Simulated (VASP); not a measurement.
# TiC (Fm-3m) in VASP: notebook

The runs below take TiC through single point, with PBE.

Everything below comes from runs of VASP 6.6.1. Logs are shortened: lines on timing, memory, paths and dates and some standing lists are left out, and cuts for length are marked.

### Step 1. The cell of the first run

Symmetry: Fm-3m, No. 225, cubic system. Conventional cell: a = 4.319 Å, b = 4.319 Å, c = 4.319 Å, α = 90.00°, β = 90.00°, γ = 90.00°. Ti (site symmetry m-3m) has 6 C at 2.16 Å within 2.9 Å. Within 2.9 Å of C (site symmetry m-3m) lie 6 Ti at 2.16 Å.

### Step 2. Single point, PBE

Input file INCAR:

```
SYSTEM = TiC
PREC = Accurate ; ENCUT = 520
EDIFF = 1E-6 ; ISMEAR = 0
SIGMA = 0.1 ; LREAL = .FALSE.
LASPH = .TRUE. ; NELM = 100
ALGO = Normal ; ISIF = 2
LWAVE = .FALSE. ; LCHARG = .FALSE.
GGA = PE ; NBANDS = 15
```

Input file KPOINTS:

```
Automatic mesh
0
G
  8 8 8
  0 0 0
```

Input file POSCAR:

```
TiC
1.0
    0.0000000000      2.1593000000      2.1593000000
    2.1593000000      0.0000000000      2.1593000000
    2.1593000000      2.1593000000      0.0000000000
Ti C
1 1
Direct
    0.0000000000      0.0000000000      0.0000000000
    0.5000000000      0.5000000000      0.5000000000
```

Potentials or basis: VASP PAW PBE potentials, release 64 (Ti_sv, C).

Run with:

```
cat potpaw_PBE.64/Ti_sv/POTCAR potpaw_PBE.64/C/POTCAR > POTCAR
mpirun -np 1 vasp_std > vasp.out
```

OUTCAR:

```text
SYSTEM = TiC
   PREC = Accurate
   ENCUT = 520
   EDIFF = 1E-6
   ISMEAR = 0
   LREAL = .FALSE.
   LASPH = .TRUE.
   NELM = 100
   ISIF = 2
   GGA = PE

 ion  position               nearest neighbor table
   1  0.000  0.000  0.000-   2 2.16   2 2.16   2 2.16   2 2.16   2 2.16   2 2.16
   2  0.500  0.500  0.500-   1 2.16   1 2.16   1 2.16   1 2.16   1 2.16   1 2.16

  LATTYP: Found a face centered cubic cell.
 ALAT       =     4.3186000000

  Lattice vectors:

 A1 = (   0.0000000000,   2.1593000000,   2.1593000000)
 A2 = (   2.1593000000,   0.0000000000,   2.1593000000)
 A3 = (   2.1593000000,   2.1593000000,   0.0000000000)

Analysis of symmetry for initial positions (statically):
=====================================================================
 Subroutine PRICEL returns:
 Original cell was already a primitive cell.

 Routine SETGRP: Setting up the symmetry group for a
 face centered cubic supercell.

 Subroutine GETGRP returns: Found 48 space group operations
 (whereof 48 operations were pure point group operations)
 out of a pool of 48 trial point group operations.

The static configuration has the point symmetry O_h .

Analysis of symmetry for dynamics (positions and initial velocities):
=====================================================================
 Subroutine PRICEL returns:
 Original cell was already a primitive cell.

 Routine SETGRP: Setting up the symmetry group for a
 face centered cubic supercell.

 Subroutine GETGRP returns: Found 48 space group operations
 (whereof 48 operations were pure point group operations)
 out of a pool of 48 trial point group operations.

The dynamic configuration has the point symmetry O_h .

 Subroutine INISYM returns: Found 48 space group operations
 (whereof 48 operations are pure point group operations),
 and found     1 'primitive' translations

----------------------------------------------------------------------------------------

                                     Primitive cell

  volume of cell :      20.1358

  direct lattice vectors                    reciprocal lattice vectors
     0.000000000  2.159300000  2.159300000    -0.231556523  0.231556523  0.231556523
     2.159300000  0.000000000  2.159300000     0.231556523 -0.231556523  0.231556523
     2.159300000  2.159300000  0.000000000     0.231556523  0.231556523 -0.231556523

  length of vectors
     3.053711345  3.053711345  3.053711345     0.401067663  0.401067663  0.401067663

  position of ions in fractional coordinates (direct lattice)
     0.000000000  0.000000000  0.000000000
     0.500000000  0.500000000  0.500000000

  ion indices of the primitive-cell ions
   primitive index   ion index
                 1           1
                 2           2

----------------------------------------------------------------------------------------
[... 87 lines left out ...]
   IALGO  =     38    algorithm
   IMIX   =      4    mixing-type and parameters
     AMIX     =   0.40;   BMIX     =  1.00
     AMIX_MAG =   1.60;   BMIX_MAG =  1.00
  volume/ion in A,a.u.               =      10.07        67.94
  Fermi-wavevector in a.u.,A,eV,Ry     =   1.516323  2.865436 31.283015  2.299237
  Thomas-Fermi vector in A             =   2.625728
   LORBIT       =      0    0 simple, 1 ext, 2 COOP (PROOUT), +10 PAW based schemes
   GGA     = PE    functional components
   LHFCALC =     F    Hartree Fock is set to
   AEXX    =    0.0000 exact exchange contribution
   IVDW    =     0    specifies the selected vdW correction
   LEPSILON=     F    determine dielectric tensor
   LRPA    =     F    only Hartree local field effects (RPA)
 non-spin polarized calculation
 Gauss-broadening in eV      SIGMA  =   0.10
  energy-cutoff  :      520.00
  volume of cell :       20.14
 maximum number of plane-waves:       560
   NGX = 11   NGY = 11   NGZ = 11

 number of electron      16.0000002 magnetization

 Free energy of the ion-electron system (eV)
  ---------------------------------------------------
  ext. energy  EPLUGINS =         0.00000000
  ---------------------------------------------------
  free energy    TOTEN  =       -18.70597156 eV

  energy without entropy =      -18.70415254  energy(sigma->0) =      -18.70506205

 E-fermi :   9.4757     XC(G=0): -12.7436

 val. band max:        9.2727053476   @ k =   0.3750   0.3750   0.0000
 cond. band min:       9.4922145900   @ k =   0.5000   0.5000   0.0000
 fundamental gap:      0.2195092424
 Fermi energy:         9.4757070737

 k-point     1 :       0.0000    0.0000    0.0000
  band No.  band energies     occupation
      1     -47.0474      2.00000
      2     -23.0667      2.00000
      3     -23.0667      2.00000
      4     -23.0667      2.00000
      5      -2.9189      2.00000
      6      10.2134      0.00000
      7      10.2134      0.00000
      8      10.2134      0.00000
      9      11.2101      0.00000
     10      11.2101      0.00000
     11      11.2101      0.00000
     12      11.2482      0.00000
     13      11.2482      0.00000
     14      20.1337      0.00000
[... 401 lines left out ...]
      2     -23.5008      2.00000
      3     -23.2485      2.00000
      4     -23.1601      2.00000
      5       0.2812      2.00000
      6       4.6381      2.00000
      7       6.5047      2.00000
      8       7.0002      2.00000
      9      12.1542      0.00000
     10      12.3120      0.00000
     11      13.3525      0.00000
     12      15.9848      0.00000
     13      16.3962      0.00000
     14      20.5724      0.00000
     15      23.8223      0.00000

 [... further k-points ...]

------------------------ aborting loop because EDIFF is reached ----------------------------------------

  FORCE on cell =-STRESS in cart. coord.  units (eV):
  Direction    XX          YY          ZZ          XY          YZ          ZX
  --------------------------------------------------------------------------------------
  -------------------------------------------------------------------------------------
  Total        0.3467845      0.3467845      0.3467845      0.0000000     -0.0000000     -0.0000000
  in kB       27.5931535     27.5931535     27.5931535      0.0000000     -0.0000000     -0.0000000
  external PRESSURE =      27.5931535 kB  Pullay stress =       0.0000000 kB

 VOLUME and BASIS-vectors are now :
 -----------------------------------------------------------------------------
  energy-cutoff  :      520.00
  volume of cell :       20.14
      direct lattice vectors                 reciprocal lattice vectors
     0.000000000  2.159300000  2.159300000    -0.231556523  0.231556523  0.231556523
     2.159300000  0.000000000  2.159300000     0.231556523 -0.231556523  0.231556523
     2.159300000  2.159300000  0.000000000     0.231556523  0.231556523 -0.231556523

 POSITION                                       TOTAL-FORCE (eV/Angst)
 -----------------------------------------------------------------------------------
      0.00000      0.00000      0.00000        -0.000000      0.000000     -0.000000
      2.15930      2.15930      2.15930         0.000000     -0.000000      0.000000
 -----------------------------------------------------------------------------------
    total drift:                                0.000000     -0.000000     -0.000000

  FREE ENERGIE OF THE ION-ELECTRON SYSTEM (eV)
  ---------------------------------------------------
  free  energy   TOTEN  =       -18.7059715632 eV

  energy  without entropy=      -18.7041525356  energy(sigma->0) =      -18.70506205
```

stdout:

```text
POSCAR found type information on POSCAR TiC
 POSCAR found :  2 types and       2 ions
 scaLAPACK will be used
 LDA part: xc-table for (Slater+PW92), standard interpolation
 POSCAR, INCAR and KPOINTS ok, starting setup
 FFT: planning ... GRIDC
 FFT: planning ... GRID_SOFT
 FFT: planning ... GRID
 WAVECAR not read
 entering main loop
```

It took 9.1 s on 1 thread of AMD EPYC 7R13 (Zen 3), shared host; peak memory 0.11 GiB.

What came out:

```yaml
Free_energy: -18.7060 eV
Pressure: 2.8 GPa
Band_gap_on_the_k_mesh: zero (band 8 reaches 10.21 eV, above the bottom of band 9 at 9.11 eV)
```

Levels at points of the mesh, in eV from the Fermi level:
```tsv
k point	band 4	band 5	band 6	band 7	band 8	band 9	band 10	band 11	band 12	band 13
(0.00, 0.00, 0.00)	-32.54	-12.39	0.74	0.74	0.74	1.73	1.73	1.73	1.77	1.77
(0.50, 0.00, 0.00)	-32.59	-8.87	-5.83	-2.88	-2.88	2.99	2.99	4.19	8.28	8.28
(0.50, 0.50, 0.00)	-32.72	-10.10	-3.39	-1.60	0.02	0.02	2.78	3.60	3.60	5.92
```

### Step 3. Single point, PBE

This run uses another cell than the first one, of 10.17 Å³/atom, 1.010 times its volume.

Input file INCAR:

```
  ALGO = Normal
  EDIFF = 1E-6
  ENCUT = 520
  GGA = PE
  ISIF = 2
  ISMEAR = 0
  LASPH = T
  LCHARG = F
  LREAL = F
  LWAVE = F
  NBANDS = 15
  NELM = 60
  PREC = Accurate
  SIGMA = 0.1
```

Input file KPOINTS:

```
k-points
0
Gamma
  16 16 16
```

Input file POSCAR:

```
TiC
1.0
    0.0000000000      2.1664107360      2.1664107360
    2.1664107360      0.0000000000      2.1664107360
    2.1664107360      2.1664107360      0.0000000000
Ti C
1 1
Direct
    0.0000000000      0.0000000000      0.0000000000
    0.5000000000      0.5000000000      0.5000000000
```

Potentials or basis: VASP PAW PBE potentials, release 64 (Ti_sv, C).

Run with:

```
cat potpaw_PBE.64/Ti_sv/POTCAR potpaw_PBE.64/C/POTCAR > POTCAR
mpirun -np 1 vasp_std > vasp.out
```

OUTCAR:

```text
EDIFF = 1E-6
   ENCUT = 520
   GGA = PE
   ISIF = 2
   ISMEAR = 0
   LASPH = T
   LREAL = F
   NELM = 60
   PREC = Accurate

 ion  position               nearest neighbor table
   1  0.000  0.000  0.000-   2 2.17   2 2.17   2 2.17   2 2.17   2 2.17   2 2.17
   2  0.500  0.500  0.500-   1 2.17   1 2.17   1 2.17   1 2.17   1 2.17   1 2.17

  LATTYP: Found a face centered cubic cell.
 ALAT       =     4.3328214720

  Lattice vectors:

 A1 = (   0.0000000000,   2.1664107360,   2.1664107360)
 A2 = (   2.1664107360,   0.0000000000,   2.1664107360)
 A3 = (   2.1664107360,   2.1664107360,   0.0000000000)

Analysis of symmetry for initial positions (statically):
=====================================================================
 Subroutine PRICEL returns:
 Original cell was already a primitive cell.

 Routine SETGRP: Setting up the symmetry group for a
 face centered cubic supercell.

 Subroutine GETGRP returns: Found 48 space group operations
 (whereof 48 operations were pure point group operations)
 out of a pool of 48 trial point group operations.

The static configuration has the point symmetry O_h .

Analysis of symmetry for dynamics (positions and initial velocities):
[... 175 lines left out ...]
      8      10.0944      0.00000
      9      11.0770      0.00000
     10      11.0770      0.00000
     11      11.0770      0.00000
     12      11.1120      0.00000
     13      11.1120      0.00000
     14      19.8692      0.00000
[... 401 lines left out ...]
      2     -23.2614      2.00000
      3     -23.2279      2.00000
      4     -23.2162      2.00000
      5      -2.7585      2.00000
      6       9.1838      1.99724
      7       9.3694      1.28724
      8       9.3767      1.20972
      9      10.2049      0.00000
     10      10.7789      0.00000
     11      11.6660      0.00000
     12      12.2216      0.00000
     13      13.0829      0.00000
     14      20.2771      0.00000
     15      23.4977      0.00000

 [... further k-points ...]

------------------------ aborting loop because EDIFF is reached ----------------------------------------

  FORCE on cell =-STRESS in cart. coord.  units (eV):
  Direction    XX          YY          ZZ          XY          YZ          ZX
  --------------------------------------------------------------------------------------
  -------------------------------------------------------------------------------------
  Total        0.0273233      0.0273233      0.0273233      0.0000000      0.0000000      0.0000000
  in kB        2.1527372      2.1527372      2.1527372      0.0000000      0.0000000      0.0000000
  external PRESSURE =       2.1527372 kB  Pullay stress =       0.0000000 kB

 VOLUME and BASIS-vectors are now :
 -----------------------------------------------------------------------------
  energy-cutoff  :      520.00
  volume of cell :       20.34
      direct lattice vectors                 reciprocal lattice vectors
     0.000000000  2.166410736  2.166410736    -0.230796493  0.230796493  0.230796493
     2.166410736  0.000000000  2.166410736     0.230796493 -0.230796493  0.230796493
     2.166410736  2.166410736  0.000000000     0.230796493  0.230796493 -0.230796493

 POSITION                                       TOTAL-FORCE (eV/Angst)
 -----------------------------------------------------------------------------------
      0.00000      0.00000      0.00000        -0.000000     -0.000000     -0.000000
      2.16641      2.16641      2.16641         0.000000      0.000000      0.000000
 -----------------------------------------------------------------------------------
    total drift:                                0.000000     -0.000000     -0.000000

  FREE ENERGIE OF THE ION-ELECTRON SYSTEM (eV)
  ---------------------------------------------------
  free  energy   TOTEN  =       -18.7095265967 eV

  energy  without entropy=      -18.7074904318  energy(sigma->0) =      -18.70850851
```

Wall time 42 s (1 thread of AMD EPYC 7R13 (Zen 3), shared host); peak memory 0.14 GiB.

What came out:

- Free energy: -18.7095 eV
- Pressure: 0.2 GPa
- Band gap on the k mesh: zero (band 8 reaches 10.09 eV, above the bottom of band 9 at 9.00 eV)
